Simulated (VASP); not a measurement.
Wanted: the native input for a VASP 6.6.1 run.

```yaml
Task: single point
Functional: LDA
Potentials_or_basis: VASP PAW LDA potentials, release 64 (Si, O)
Cutoff: 520 eV
k_mesh: 1 × 1 × 1
Occupations: fermi-dirac, width 0.05 eV
Spin: no spin polarisation
Dipole_correction: no
Further_INCAR_settings: LREAL = Auto; ALGO = Normal; EDIFF = 1e-06; NBANDS = 154
```

The structure of Si16O31 (a cell with a defect) lies in POSCAR:

```
Si16O31
1.0
    9.9160140000      0.0000000000      0.0000000000
    0.0000000000      8.7413230000      0.0000000000
    0.0000000000      0.0000000000      8.6786430000
Si O
16 31
Direct
    0.4739404361      0.1676065511      0.1806952999
    0.0059945458      0.8337438166      0.1773776154
    0.2326179652      0.3321504079      0.3170806772
    0.4751960818      0.1719175690      0.8212818525
    0.0316513268      0.8301012330      0.8133362554
    0.2270184370      0.3247019931      0.6724642320
    0.2794244744      0.6901307731      0.3071829317
    0.2849006667      0.6807300222      0.6686154736
    0.9842836043      0.1838389910      0.1782449169
    0.4718534080      0.8091092161      0.1903143153
    0.7288353970      0.3177587649      0.3234535630
    0.9797955106      0.1774346972      0.8165014968
    0.5254980479      0.8202521518      0.8288894934
    0.7270394132      0.3211802149      0.6825494493
    0.7462764776      0.6741215260      0.3276458082
    0.7764087465      0.6753340427      0.6882747683
   -0.0008229113      0.8151936497     -0.0063822190
    0.2814167063      0.5055405229      0.2882446023
    0.2735425747      0.7283548497      0.4899341982
    0.5071492436      0.1934428004      0.0014526465
    0.0724223463      0.2917332994      0.7173567342
    0.4379536979      0.7099272044      0.7204405113
    0.0112778179      0.0052826100      0.7630788592
    0.3217909938      0.2219345973      0.2106215223
    0.1389464557      0.7477844029      0.2350466542
    0.2534083756      0.5035074210      0.6968984667
    0.1843246692      0.7816137214      0.7733346100
    0.0770251030      0.3055180549      0.2695159831
    0.3227216097      0.2216240036      0.7810064315
    0.2532749550      0.2837661988      0.4944119720
    0.0189600378      0.0106501041      0.2272419778
    0.6047269598      0.7313000561      0.2610888592
    0.4798462366      0.7912234796      0.0046178878
    0.7577335006      0.4949873148      0.2883500335
    0.7435893092      0.7060203587      0.5098688816
    1.0096088005      0.2017400570     -0.0034806133
    0.5730761372      0.2799060280      0.7218470676
    0.9312766198      0.7200712066      0.7192183156
    0.4987451611     -0.0050812674      0.7791431218
    0.8289003021      0.2162608566      0.2198590263
    0.7543356635      0.4971472854      0.7251230405
    0.6818562378      0.7778067462      0.7995230360
    0.5764029781      0.2693734118      0.2817343679
    0.8236637221      0.2141132412      0.7844595059
    0.7552565981      0.2875901051      0.5035044073
    0.4814967990     -0.0098626947      0.2292955247
    0.8716319884      0.7614700887      0.2506467889
```

One way to write it, as run:

INCAR

```
SYSTEM = Si16O31
ALGO = Normal ; EDIFF = 1E-6
ENCUT = 520 ; GGA = CA
ISIF = 2 ; ISMEAR = -1
LASPH = .TRUE. ; LCHARG = .FALSE.
LREAL = Auto ; LWAVE = .FALSE.
NBANDS = 154 ; NELM = 80
PREC = Accurate ; SIGMA = 0.05
```

KPOINTS

```
k-points
0
G
  1 1 1
  0 0 0
```

Potentials or basis: VASP PAW LDA potentials, release 64 (Si, O).

Command:

```sh
$ cat potpaw_LDA.64/Si/POTCAR potpaw_LDA.64/O/POTCAR > POTCAR
$ mpirun -np 1 vasp_gam > vasp.out
```

Results of the run:

The pressure is 0.0 GPa and the largest force is 0.094 eV/Å. The band gap on the k mesh is 5.45 eV.

Caveat: the k points lie up to 0.72 Å⁻¹ apart.

It took 4.3 min on 1 thread of Intel(R) Xeon(R) Platinum 8488C (Sapphire Rapids), with other jobs on the host, peak memory 0.5 GiB.
